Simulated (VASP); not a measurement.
# W (Im-3m) in VASP: single point with HSE06

Aim: the single point of W with HSE06.

All numbers are computed with VASP 6.6.1; they aren't measurements. Logs are shortened: lines on timing, memory, paths and dates and some standing lists are left out, and cuts for length are marked.

## (1) The cell of the first run

Symmetry: Im-3m, No. 229, cubic system. Conventional cell: a = 3.186 Å, b = 3.186 Å, c = 3.186 Å, α = 90.00°, β = 90.00°, γ = 90.00°. Within 3.6 Å of W (site symmetry m-3m) lie 14 W at 2.76 to 3.19 Å.

## (2) Single point, HSE06

File POSCAR:

```
W
1.0
   -1.5928244114      1.5928244114      1.5928244114
    1.5928244114     -1.5928244114      1.5928244114
    1.5928244114      1.5928244114     -1.5928244114
W
1
Direct
    0.0000000000      0.0000000000      0.0000000000
```

File INCAR.step1:

```
SYSTEM = W
  PREC = Accurate
  ENCUT = 520
  EDIFF = 1E-5
  ISMEAR = -1
  SIGMA = 0.05
  LREAL = .FALSE.
  LASPH = .TRUE.
  NELM = 80
  ALGO = Normal
  ISIF = 2
  LWAVE = .TRUE.
  NBANDS = 13
  GGA = PE
```

File INCAR.step2:

```
SYSTEM = W
  PREC = Accurate
  ENCUT = 520
  EDIFF = 1E-7
  ISMEAR = -1
  SIGMA = 0.05
  LREAL = .FALSE.
  LASPH = .TRUE.
  NELM = 80
  ALGO = Normal
  ISIF = 2
  LWAVE = .FALSE.
  LCHARG = .TRUE.
  GGA = PE
  LHFCALC = .TRUE.
  HFSCREEN = 0.2079
  PRECFOCK = Normal
  LELF = .TRUE.
  LVHAR = .TRUE.
  NBANDS = 13
  ISTART = 1
```

File KPOINTS:

```
Automatic mesh
0
G
  8 8 8
  0 0 0
```

Potentials or basis: VASP PAW PBE potentials, release 64 (W_sv).

Run with:

```sh
$ cat potpaw_PBE.64/W_sv/POTCAR > POTCAR
$ cp INCAR.step1 INCAR
$ mpirun -np 1 vasp_std > vasp.out
$ cp INCAR.step2 INCAR
$ mpirun -np 1 vasp_std > vasp.out
```

OUTCAR:

```text
SYSTEM = W
   PREC = Accurate
   ENCUT = 520
   EDIFF = 1E-7
   ISMEAR = -1
   LREAL = .FALSE.
   LASPH = .TRUE.
   NELM = 80
   ISIF = 2
   GGA = PE
   LHFCALC = .TRUE.
   HFSCREEN = 0.2079
   PRECFOCK = Normal
   ISTART = 1

 ion  position               nearest neighbor table
   1  0.000  0.000  0.000-

  LATTYP: Found a body centered cubic cell.
 ALAT       =     3.1856488228

  Lattice vectors:

 A1 = (  -1.5928244114,   1.5928244114,   1.5928244114)
 A2 = (   1.5928244114,  -1.5928244114,   1.5928244114)
 A3 = (   1.5928244114,   1.5928244114,  -1.5928244114)

Analysis of symmetry for initial positions (statically):
=====================================================================
 Subroutine PRICEL returns:
 Original cell was already a primitive cell.

 Routine SETGRP: Setting up the symmetry group for a
 body centered cubic supercell.

 Subroutine GETGRP returns: Found 48 space group operations
 (whereof 48 operations were pure point group operations)
 out of a pool of 48 trial point group operations.

The static configuration has the point symmetry O_h .

Analysis of symmetry for dynamics (positions and initial velocities):
=====================================================================
 Subroutine PRICEL returns:
 Original cell was already a primitive cell.

 Routine SETGRP: Setting up the symmetry group for a
 body centered cubic supercell.

 Subroutine GETGRP returns: Found 48 space group operations
 (whereof 48 operations were pure point group operations)
 out of a pool of 48 trial point group operations.

The dynamic configuration has the point symmetry O_h .

 Subroutine INISYM returns: Found 48 space group operations
 (whereof 48 operations are pure point group operations),
 and found     1 'primitive' translations

----------------------------------------------------------------------------------------

                                     Primitive cell

  volume of cell :      16.1646

  direct lattice vectors                    reciprocal lattice vectors
    -1.592824411  1.592824411  1.592824411     0.000000000  0.313907796  0.313907796
     1.592824411 -1.592824411  1.592824411     0.313907796  0.000000000  0.313907796
     1.592824411  1.592824411 -1.592824411     0.313907796  0.313907796  0.000000000

  length of vectors
     2.758852808  2.758852808  2.758852808     0.443932662  0.443932662  0.443932662

  position of ions in fractional coordinates (direct lattice)
     0.000000000  0.000000000  0.000000000

  ion indices of the primitive-cell ions
   primitive index   ion index
                 1           1

----------------------------------------------------------------------------------------

 KPOINTS: Automatic mesh

Automatic generation of k-mesh.
 Grid dimensions read from file:
 generate k-points for:    8    8    8

 Generating k-lattice:

  Cartesian coordinates                     Fractional coordinates (reciprocal lattice)
     0.000000000  0.039238474  0.039238474     0.125000000  0.000000000  0.000000000
     0.039238474  0.000000000  0.039238474     0.000000000  0.125000000  0.000000000
     0.039238474  0.039238474  0.000000000     0.000000000  0.000000000  0.125000000

  Length of vectors
     0.055491583  0.055491583  0.055491583

  Shift w.r.t. Gamma in fractional coordinates (k-lattice)
     0.000000000  0.000000000  0.000000000

 Subroutine IBZKPT returns following result:
 ===========================================

 Found     29 irreducible k-points:

 Following reciprocal coordinates:
            Coordinates               Weight
  0.000000  0.000000  0.000000      1.000000
  0.125000  0.000000  0.000000     12.000000
  0.250000  0.000000  0.000000     12.000000
  0.375000  0.000000  0.000000     12.000000
  0.500000  0.000000  0.000000      6.000000
  0.125000  0.125000  0.000000     24.000000
[... 16 lines left out ...]
 -0.250000  0.250000  0.250000      6.000000
 -0.375000  0.375000  0.250000     24.000000
 [... further k-points ...]
   k-points           NKPTS =     29   k-points in BZ     NKDIM =    512   number of bands    NBANDS=     13
   number of dos      NEDOS =    301   number of ions     NIONS =      1
   total plane-waves  NPLWV =  13824
   dimension x,y,z NGX =    24 NGY =   24 NGZ =   24
   dimension x,y,z NGXF=    48 NGYF=   48 NGZF=   48
   ions per type =               1
   NGX,Y,Z   is equivalent  to a cutoff of  14.46, 14.46, 14.46 a.u.
   NGXF,Y,Z  is equivalent  to a cutoff of  28.92, 28.92, 28.92 a.u.
 SYSTEM =  W
   PREC   = accura    normal or accurate (medium, high low for compatibility)
   ISTART =      1    job   : 0-new  1-cont  2-samecut
   ICHARG =      0    charge: 1-file 2-atom 10-const
   ISPIN  =      1    spin polarized calculation?
   LNONCOLLINEAR =      F non collinear calculations
   LSORBIT =      F    spin-orbit coupling
   LASPH  =      T    aspherical Exc in radial PAW
   ENCUT  =  520.0 eV  38.22 Ry    6.18 a.u.   5.13  5.13  5.13*2*pi/ulx,y,z
   NELM   =     80;   NELMIN=  2; NELMDL=  0     # of ELM steps
   EDIFF  = 0.1E-06   stopping-criterion for ELM
   LREAL  =      F    real-space projection
   EDIFFG = 0.1E-05   stopping-criterion for IOM
   NSW    =      0    number of steps for IOM
   IBRION =     -1    ionic relax: 0-MD 1-quasi-New 2-CG
   NFREE  =      0    steps in history (QN), initial steepest desc. (CG)
   ISIF   =      2    stress and relaxation
   ISYM   =      3    0-nonsym 1-usesym 2-fastsym
   POTIM  = 0.5000    time-step for ionic-motion
   TEBEG  =    0.0;   TEEND  =   0.0 temperature during run
   PSTRESS=    0.0 pullay stress
   NELECT =      14.0000    total number of electrons
   NUPDOWN=      -1.0000    fix difference up-down
   EMIN   =  10.00;   EMAX   =-10.00  energy-range for DOS
   EFERMI =   0.00;   METHOD = LEGACY
   ISMEAR =    -1;   SIGMA  =   0.05  broadening in eV -4-tet -1-fermi 0-gaus
   EFERMI_NEDOS =   21; number of points for ismear=-14 and -15
   IALGO  =     38    algorithm
   IMIX   =      1    mixing-type and parameters
     AMIX     =   0.40;   BMIX     =  1.00
     AMIX_MAG =   1.60;   BMIX_MAG =  1.00
  volume/ion in A,a.u.               =      16.16       109.08
  Fermi-wavevector in a.u.,A,eV,Ry     =   1.560497  2.948912 33.132240  2.435151
  Thomas-Fermi vector in A             =   2.663700
   LORBIT       =      0    0 simple, 1 ext, 2 COOP (PROOUT), +10 PAW based schemes
   GGA     = PE    functional components
   LHFCALC =     T    Hartree Fock is set to
   PRECFOCK=normal    Normal, Fast or Accurate (Low or Medium for compatibility)
   ENCUT4O =  -1.0   cutoff for four orbital integrals eV
   NKREDX  =     1    reduce k-point grid by
   NKREDY  =     1    reduce k-point grid by
   NKREDZ  =     1    reduce k-point grid by
   AEXX    =    0.2500 exact exchange contribution
   HFSCREEN=    0.2079 screening length (either q_TF or 0.3 A-1)
   HFSCREENC=   0.2079 screening length for correlation (either q_TF or 0.3 A-1)
   ENCUTFOCK=  -1.0 apply spherical cutoff to Coloumb kernel
   IVDW    =     0    specifies the selected vdW correction
   LEPSILON=     F    determine dielectric tensor
   LRPA    =     F    only Hartree local field effects (RPA)
 non-spin polarized calculation
  energy-cutoff  :      520.00
  volume of cell :       16.16
 maximum number of plane-waves:       466
 NGX is ok and might be reduce to    24
  NGX = 16; NGY = 16; NGZ = 16

 number of electron      14.0000002 magnetization

 Free energy of the ion-electron system (eV)
  ---------------------------------------------------
  ext. energy  EPLUGINS =         0.00000000
  ---------------------------------------------------
  free energy    TOTEN  =       -15.02749811 eV

  energy without entropy =      -15.02747945  energy(sigma->0) =      -15.02748878

 E-fermi :  10.8375     XC(G=0): -11.0146

 val. band max:       10.4008327441   @ k =   0.1250   0.0000   0.0000
 cond. band min:      11.2606102856   @ k =   0.5000   0.0000   0.0000
 fundamental gap:      0.8597775414
 Fermi energy:        10.8375417488

 k-point     1 :       0.0000    0.0000    0.0000
  band No.  band energies     occupation
      1     -67.3583      2.00000
      2     -29.3838      2.00000
      3     -29.3838      2.00000
      4     -29.3838      2.00000
      5       0.2014      2.00000
      6       9.5552      2.00000
      7       9.5552      2.00000
      8       9.5552      2.00000
      9      14.0205      0.00000
     10      14.0205      0.00000
     11      26.3950      0.00000
     12      26.3950      0.00000
     13      26.3950      0.00000

 k-point     2 :       0.1250    0.0000    0.0000
  band No.  band energies     occupation
      1     -67.3370      2.00000
      2     -29.6044      2.00000
      3     -29.4514      2.00000
      4     -29.3825      2.00000
      5       0.9948      2.00000
      6       9.0696      2.00000
      7       9.4016      2.00000
      8      10.4008      1.99968
      9      13.3816      0.00000
     10      14.0100      0.00000
     11      26.9709      0.00000
     12      27.6974      0.00000
     13      28.0654      0.00000

 k-point     3 :       0.2500    0.0000    0.0000
  band No.  band energies     occupation
      1     -67.2850      2.00000
      2     -30.1138      2.00000
      3     -29.6098      2.00000
      4     -29.3800      2.00000
      5       2.8436      2.00000
      6       8.0601      2.00000
      7       8.8590      2.00000
      8      12.7134      0.00000
      9      13.2101      0.00000
     10      14.1498      0.00000
     11      26.6594      0.00000
     12      28.4483      0.00000
     13      31.1066      0.00000

 k-point     4 :       0.3750    0.0000    0.0000
  band No.  band energies     occupation
      1     -67.2328      2.00000
      2     -30.5952      2.00000
      3     -29.7622      2.00000
      4     -29.3781      2.00000
      5       3.9431      2.00000
      6       7.2091      2.00000
      7       9.7284      2.00000
      8      13.7660      0.00000
      9      14.5653      0.00000
     10      15.8081      0.00000
     11      24.3670      0.00000
     12      24.8069      0.00000
     13      31.4062      0.00000

 k-point     5 :       0.5000    0.0000    0.0000
  band No.  band energies     occupation
      1     -67.2110      2.00000
      2     -30.7875      2.00000
      3     -29.8239      2.00000
      4     -29.3774      2.00000
      5       3.9706      2.00000
      6       6.8905      2.00000
      7      11.2606      0.00042
      8      13.8219      0.00000
      9      14.8563      0.00000
     10      17.7039      0.00000
     11      22.8292      0.00000
     12      23.2368      0.00000
     13      28.6864      0.00000
[... 257 lines left out ...]
 k-point    22 :       0.2500    0.2500    0.2500
  band No.  band energies     occupation
      1     -67.2009      2.00000
      2     -30.0868      2.00000
      3     -30.0868      2.00000
      4     -30.0868      2.00000
      5       7.4351      2.00000
      6       7.4351      2.00000
      7       7.4351      2.00000
      8      15.0571      0.00000
      9      15.0571      0.00000
     10      18.2700      0.00000
     11      23.9996      0.00000
     12      23.9996      0.00000
     13      23.9996      0.00000

 k-point    23 :      -0.2500    0.2500    0.2500
  band No.  band energies     occupation
      1     -67.2208      2.00000
      2     -30.1337      2.00000
      3     -29.8535      2.00000
      4     -29.8535      2.00000
      5       5.0438      2.00000
      6       8.1675      2.00000
      7      10.3608      1.99986
      8      10.3608      1.99986
      9      12.5006      0.00000
     10      15.2049      0.00000
     11      26.4075      0.00000
     12      31.4071      0.00000
     13      31.4071      0.00000

 k-point    24 :      -0.3750    0.3750    0.2500
  band No.  band energies     occupation
      1     -67.1752      2.00000
      2     -30.4198      2.00000
      3     -30.0187      2.00000
      4     -29.8906      2.00000
      5       5.9064      2.00000
      6       6.8720      2.00000
      7      10.3479      1.99989
      8      11.3762      0.00004
      9      15.0974      0.00000
     10      15.9383      0.00000
     11      25.5153      0.00000
     12      28.0219      0.00000
     13      29.2743      0.00000

 [... further k-points ...]

------------------------ aborting loop because EDIFF is reached ----------------------------------------

  FORCE on cell =-STRESS in cart. coord.  units (eV):
  Direction    XX          YY          ZZ          XY          YZ          ZX
  --------------------------------------------------------------------------------------
  -------------------------------------------------------------------------------------
  Total       -0.7515070     -0.7515070     -0.7515070      0.0000000      0.0000000      0.0000000
  in kB      -74.4869044    -74.4869044    -74.4869044      0.0000000      0.0000000      0.0000000
  external PRESSURE =     -74.4869044 kB  Pullay stress =       0.0000000 kB

 VOLUME and BASIS-vectors are now :
 -----------------------------------------------------------------------------
  energy-cutoff  :      520.00
  volume of cell :       16.16
      direct lattice vectors                 reciprocal lattice vectors
    -1.592824411  1.592824411  1.592824411     0.000000000  0.313907796  0.313907796
     1.592824411 -1.592824411  1.592824411     0.313907796  0.000000000  0.313907796
     1.592824411  1.592824411 -1.592824411     0.313907796  0.313907796  0.000000000

 POSITION                                       TOTAL-FORCE (eV/Angst)
 -----------------------------------------------------------------------------------
      0.00000      0.00000      0.00000         0.000000      0.000000     -0.000000
 -----------------------------------------------------------------------------------
    total drift:                               -0.000000      0.000000      0.000000

  FREE ENERGIE OF THE ION-ELECTRON SYSTEM (eV)
  ---------------------------------------------------
  free  energy   TOTEN  =       -15.0274981119 eV

  energy  without entropy=      -15.0274794514  energy(sigma->0) =      -15.02748878
```

Wall time 54 min (1 thread of Intel Xeon Platinum 8259CL at 2.50GHz (Skylake/Cascade Lake), shared host); peak memory 0.25 GiB.

Results:

| Item | Value |
| --- | --- |
| Free energy | -15.0275 eV |
| Pressure | -7.4 GPa |
| Band gap on the k mesh | zero (bands 7 and 8 overlap by 7.10 eV) |

Caveat: the cell stands under tension; the PAW data sets were made with another functional, which shifts forces and pressure a little; spin-orbit coupling is left out, which moves the levels of the heavy elements.

The gap in the log of VASP goes by the Fermi energy; the results here count the filled bands.